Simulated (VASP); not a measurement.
# SiC (P6_3mc) in VASP: notebook

SiC is run at these levels: PBE; tasks: relaxation of the atoms.

Program: VASP 6.6.1. These are calculated values, not measurements. Logs are shortened: lines on timing, memory, paths and dates and some standing lists are left out, and cuts for length are marked.

## (1) The cell of the first run

The structure is hexagonal, space group P6_3mc (No. 186). The conventional cell has a = 3.089 Å, b = 3.089 Å, c = 5.491 Å, α = 90.00°, β = 90.00°, γ = 120.00°. Si (site symmetry 3m) has 4 C at 1.91 to 2.06 Å within 2.5 Å. Within 2.5 Å of C (site symmetry 3m) lie 4 Si at 1.91 to 2.06 Å.

## (2) Relaxation of the atoms, PBE (volume 11.343 Å^3 an atom, c/a of the conventional cell 1.7779)

Input file INCAR:

```
ALGO = Normal ; EDIFF = 1E-7
EDIFFG = -0.01 ; ENCUT = 520
GGA = PE ; IBRION = 2
ISIF = 2 ; ISMEAR = 0
LASPH = T ; LCHARG = F
LREAL = F ; LWAVE = F
NELM = 80 ; NSW = 50
PREC = Accurate ; SIGMA = 0.05
```

Input file KPOINTS:

```
k-points
0
Gamma
  12 12 6
```

Input file POSCAR:

```
SiC
1.0
    3.0887539983      0.0000000000      0.0000000000
   -1.5443769992      2.6749394286      0.0000000000
    0.0000000000      0.0000000000      5.4914957336
Si C
2 2
Direct
    0.3333333333      0.6666666667      0.0045639005
    0.6666666667      0.3333333333      0.5045639005
    0.3333333333      0.6666666667      0.3804360995
    0.6666666667      0.3333333333      0.8804360995
```

Potentials or basis: VASP PAW PBE potentials, release 64 (Si, C).

Run with:

```
$ cat potpaw_PBE.64/Si/POTCAR potpaw_PBE.64/C/POTCAR > POTCAR
$ mpirun -np 1 vasp_std > vasp.out
```

OUTCAR:

```text
EDIFF = 1E-7
   EDIFFG = -0.01
   ENCUT = 520
   GGA = PE
   IBRION = 2
   ISIF = 2
   ISMEAR = 0
   LASPH = T
   LREAL = F
   NELM = 80
   NSW = 50
   PREC = Accurate

 ion  position               nearest neighbor table
   1  0.333  0.667  0.005-   4 1.91   4 1.91   4 1.91   3 2.06
   2  0.667  0.333  0.505-   3 1.91   3 1.91   3 1.91   4 2.06
   3  0.333  0.667  0.380-   2 1.91   2 1.91   2 1.91   1 2.06
   4  0.667  0.333  0.880-   1 1.91   1 1.91   1 1.91   2 2.06

  LATTYP: Found a hexagonal cell.
 ALAT       =     3.0887539983
 C/A-ratio  =     1.7779000000

  Lattice vectors:

 A1 = (   3.0887539983,   0.0000000000,   0.0000000000)
 A2 = (  -1.5443769992,   2.6749394286,   0.0000000000)
 A3 = (   0.0000000000,   0.0000000000,   5.4914957336)

Analysis of symmetry for initial positions (statically):
=====================================================================
 Subroutine PRICEL returns:
 Original cell was already a primitive cell.

 Routine SETGRP: Setting up the symmetry group for a
 hexagonal supercell.

 Subroutine GETGRP returns: Found 12 space group operations
 (whereof  6 operations were pure point group operations)
 out of a pool of 24 trial point group operations.

The static configuration has the point symmetry C_3v.
 The point group associated with its full space group is C_6v.

Analysis of symmetry for dynamics (positions and initial velocities):
=====================================================================
 Subroutine PRICEL returns:
 Original cell was already a primitive cell.

 Routine SETGRP: Setting up the symmetry group for a
 hexagonal supercell.

 Subroutine GETGRP returns: Found 12 space group operations
 (whereof  6 operations were pure point group operations)
 out of a pool of 24 trial point group operations.

The dynamic configuration has the point symmetry C_3v.
 The point group associated with its full space group is C_6v.

 Subroutine INISYM returns: Found 12 space group operations
 (whereof  6 operations are pure point group operations),
 and found     1 'primitive' translations

----------------------------------------------------------------------------------------

                                     Primitive cell

  volume of cell :      45.3720

  direct lattice vectors                    reciprocal lattice vectors
     3.088753998  0.000000000  0.000000000     0.323755145  0.186920120  0.000000000
    -1.544376999  2.674939429  0.000000000     0.000000000  0.373840241  0.000000000
     0.000000000  0.000000000  5.491495734     0.000000000  0.000000000  0.182099750

[... 104 lines left out ...]
   IALGO  =     38    algorithm
   IMIX   =      4    mixing-type and parameters
     AMIX     =   0.40;   BMIX     =  1.00
     AMIX_MAG =   1.60;   BMIX_MAG =  1.00
  volume/ion in A,a.u.               =      11.34        76.55
  Fermi-wavevector in a.u.,A,eV,Ry     =   1.156606  2.185669 18.201029  1.337738
  Thomas-Fermi vector in A             =   2.293225
   LORBIT       =      0    0 simple, 1 ext, 2 COOP (PROOUT), +10 PAW based schemes
   GGA     = PE    functional components
   LHFCALC =     F    Hartree Fock is set to
   AEXX    =    0.0000 exact exchange contribution
   IVDW    =     0    specifies the selected vdW correction
   LEPSILON=     F    determine dielectric tensor
   LRPA    =     F    only Hartree local field effects (RPA)
 conjugate gradient relaxation of ions
 non-spin polarized calculation
 Gauss-broadening in eV      SIGMA  =   0.05
  energy-cutoff  :      520.00
  volume of cell :       45.37
 maximum number of plane-waves:      1236
 NGX is ok and might be reduce to    24
   NGX = 11   NGY = 11   NGZ = 21

--------------------------------------- Ionic step        1  -------------------------------------------

 number of electron      16.0000000 magnetization

 Free energy of the ion-electron system (eV)
  ---------------------------------------------------
  ext. energy  EPLUGINS =         0.00000000
  ---------------------------------------------------
  free energy    TOTEN  =       -29.70205989 eV

  energy without entropy =      -29.70205989  energy(sigma->0) =      -29.70205989

------------------------ aborting loop because EDIFF is reached ----------------------------------------

  FORCE on cell =-STRESS in cart. coord.  units (eV):
  Direction    XX          YY          ZZ          XY          YZ          ZX
  --------------------------------------------------------------------------------------
  -------------------------------------------------------------------------------------
  Total       -0.3995037     -0.3995037     -9.7063632      0.0000000      0.0000000      0.0000000
  in kB      -14.1072859    -14.1072859   -342.7513690      0.0000000      0.0000000      0.0000000
  external PRESSURE =    -123.6553136 kB  Pullay stress =       0.0000000 kB
[... 63 lines left out ...]
--------------------------------------- Ionic step        3  -------------------------------------------

 number of electron      16.0000000 magnetization

 Free energy of the ion-electron system (eV)
  ---------------------------------------------------
  ext. energy  EPLUGINS =         0.00000000
  ---------------------------------------------------
  free energy    TOTEN  =       -29.70316284 eV

  energy without entropy =      -29.70316284  energy(sigma->0) =      -29.70316284

 E-fermi :   7.5644     XC(G=0): -10.9562

 val. band max:        7.3675458822   @ k =   0.0000   0.0000   0.0000
 cond. band min:       9.4557955111   @ k =   0.3333   0.3333   0.0000
 fundamental gap:      2.0882496289
 Fermi energy:         7.5644411014

 k-point     1 :       0.0000    0.0000    0.0000
  band No.  band energies     occupation
      1      -7.6257      2.00000
      2      -4.9703      2.00000
      3      -1.0338      2.00000
      4       6.4398      2.00000
      5       6.4398      2.00000
      6       6.7634      2.00000
      7       7.3675      2.00000
      8       7.3675      2.00000
      9      11.0082      0.00000
     10      12.4915      0.00000
     11      14.0194      0.00000
     12      14.0194      0.00000
[... 331 lines left out ...]
 k-point    24 :       0.3333   -0.0000    0.1667
  band No.  band energies     occupation
      1      -5.6964      2.00000
      2      -3.7274      2.00000
      3       0.3326      2.00000
      4       1.9061      2.00000
      5       2.4847      2.00000
      6       4.9367      2.00000
      7       5.6501      2.00000
      8       6.1852      2.00000
      9      10.5318      0.00000
     10      11.4639      0.00000
     11      12.8563      0.00000
     12      14.5251      0.00000

 [... further k-points ...]
[... 5 lines left out ...]
  --------------------------------------------------------------------------------------
  -------------------------------------------------------------------------------------
  Total       -0.4619129     -0.4619129     -9.8010656      0.0000000      0.0000000      0.0000000
  in kB      -16.3110812    -16.3110812   -346.0955003      0.0000000      0.0000000      0.0000000
  external PRESSURE =    -126.2392209 kB  Pullay stress =       0.0000000 kB
[... 19 lines left out ...]
  FREE ENERGIE OF THE ION-ELECTRON SYSTEM (eV)
  ---------------------------------------------------
  free  energy   TOTEN  =       -29.7031628389 eV

  energy  without entropy=      -29.7031628389  energy(sigma->0) =      -29.70316284

 reached required accuracy - stopping structural energy minimisation
```

Wall time 88 s (1 thread of Oxide Virtual Turin-like, shared host); peak memory 0.15 GiB.

What came out:

```yaml
Free_energy: -29.7032 eV
Energy_gained_by_relaxing: 0.3 meV/atom
Ionic_steps: 3
Pressure_after_relaxing: -12.6 GPa
Band_gap_on_the_k_mesh: 2.09 eV, indirect (least direct gap 3.64 eV)
```

Step by step:
| step | energy change (eV) | largest force (eV/Å) | pressure (GPa) |
| --- | --- | --- | --- |
| 1 | 0.0000 | 0.1119 | -12.37 |
| 2 | -0.0011 | 0.0113 | -12.65 |
| 3 | -0.0011 | 0.0003 | -12.62 |

Final structure:
```
Si C
1.0
     3.08875    0.00000    0.00000
    -1.54438    2.67494    0.00000
     0.00000    0.00000    5.49150
Si C
2 2
Cartesian
  0.0000 1.7833 0.0300
  1.5444 0.8916 2.7757
  0.0000 1.7833 2.0843
  1.5444 0.8916 4.8300
```

Levels at points of the mesh, in eV from the valence-band top:
```csv
k point,band 6,band 7,band 8,band 9,band 10,band 11
"(0.00, 0.00, 0.00)",-0.60,0.00,0.00,3.64,5.12,6.65
"(0.50, 0.00, 0.00)",-3.08,-2.87,-1.36,3.06,3.57,5.80
"(0.00, 0.00, 0.50)",-0.50,-0.50,-0.50,5.87,5.87,7.28
"(0.50, 0.00, 0.50)",-2.64,-2.22,-2.22,2.62,2.62,4.67
```

 A k mesh can miss the band edges.

## (3) Relaxation of the atoms, PBE (volume 8.822 Å^3 an atom, c/a of the conventional cell 1.5145)

Input file INCAR:

```
PREC = Accurate
ENCUT = 520
EDIFF = 1E-6
ISMEAR = 0
SIGMA = 0.05
LREAL = F
LASPH = T
NELM = 100
ALGO = Normal
ISIF = 2
LWAVE = F
LCHARG = F
GGA = PE
IBRION = 2
NSW = 50
EDIFFG = -0.01
```

Input file KPOINTS:

```
regular mesh
0
Gamma
  12 12 6
```

Input file POSCAR:

```
SiC
1.0
    2.9964638672      0.0000000000      0.0000000000
   -1.4982319336      2.5950138305      0.0000000000
    0.0000000000      0.0000000000      4.5381445269
Si C
2 2
Direct
    0.3333333333      0.6666666667      0.0045639005
    0.6666666667      0.3333333333      0.5045639005
    0.3333333333      0.6666666667      0.3804360995
    0.6666666667      0.3333333333      0.8804360995
```

Potentials or basis: VASP PAW PBE potentials, release 64 (Si, C).

Run with:

```
$ cat potpaw_PBE.64/Si/POTCAR potpaw_PBE.64/C/POTCAR > POTCAR
$ mpirun -np 1 vasp_std > vasp.out
```

Wall time 2 min (1 thread of Oxide Virtual Turin-like, shared host); peak memory 0.12 GiB.

It converged, with:

- Free energy: -28.9187 eV
- Energy gained by relaxing: 37.3 meV/atom
- Ionic steps: 16
- Pressure after relaxing: 50.6 GPa
- Largest force after relaxing: 0.009 eV/Å
- Band gap on the k mesh: 1.66 eV, indirect (least direct gap 3.60 eV)

Forces in eV/Å, atoms in the order of the input:
```
Si   0.000  0.000 -0.009
Si   0.000  0.000 -0.009
C    0.000  0.000  0.009
C    0.000  0.000  0.009
```

Stress tensor (GPa, compression positive):
```
37.15  0.00  0.00
 0.00 37.15  0.00
 0.00  0.00 77.57
```

Step by step:
| step | energy change (eV) | largest force (eV/Å) | pressure (GPa) |
| --- | --- | --- | --- |
| 1 | 0.0000 | 2.1700 | 53.96 |
| 2 | 0.1846 | 2.0865 | 48.70 |
| 3 | -0.1493 | 0.0148 | 50.60 |
| 4 | -0.1493 | 0.0211 | 50.64 |
| 5 | -0.1493 | 0.0205 | 50.64 |
| 6 | -0.1493 | 0.0194 | 50.64 |
| 7 | -0.1493 | 0.0193 | 50.64 |
| 8 | -0.1493 | 0.0193 | 50.64 |
| 9 | -0.1493 | 0.0192 | 50.64 |
| 10 | -0.1493 | 0.0191 | 50.64 |
| 11 | -0.1493 | 0.0190 | 50.64 |
| 12 | -0.1493 | 0.0186 | 50.64 |
| 13 | -0.1493 | 0.0179 | 50.64 |
| 14 | -0.1493 | 0.0167 | 50.64 |
| 15 | -0.1493 | 0.0141 | 50.63 |
| 16 | -0.1493 | 0.0088 | 50.63 |

Final structure:
```yaml
crystal:
  lattice:
    - [2.99646, 0.00000, 0.00000]
    - [-1.49823, 2.59501, 0.00000]
    - [0.00000, 0.00000, 4.53814]
  atoms:
    - { symbol: Si, position: [0.33333, 0.66667, 0.99650] }
    - { symbol: Si, position: [0.66667, 0.33333, 0.49650] }
    - { symbol: C, position: [0.33333, 0.66667, 0.38850] }
    - { symbol: C, position: [0.66667, 0.33333, 0.88850] }
```

Levels at points of the mesh, in eV from the valence-band top:
| k point | band 4 | band 5 | band 6 | band 7 | band 8 | band 9 | band 10 | band 11 | band 12 |
| --- | --- | --- | --- | --- | --- | --- | --- | --- | --- |
| (0.00, 0.00, 0.00) | -2.77 | -2.77 | -0.96 | -0.96 | 0.00 | 4.13 | 6.21 | 6.21 | 7.56 |
| (0.50, 0.00, 0.00) | -6.95 | -6.56 | -4.91 | -4.24 | -1.94 | 1.66 | 4.50 | 7.00 | 7.25 |
| (0.00, 0.00, 0.50) | -4.51 | -1.94 | -1.94 | -1.94 | -1.94 | 5.64 | 5.64 | 6.82 | 6.82 |
| (0.50, 0.00, 0.50) | -9.82 | -3.73 | -3.73 | -2.56 | -2.56 | 3.11 | 3.11 | 5.66 | 5.66 |

(Continued in part 2 of 2.)
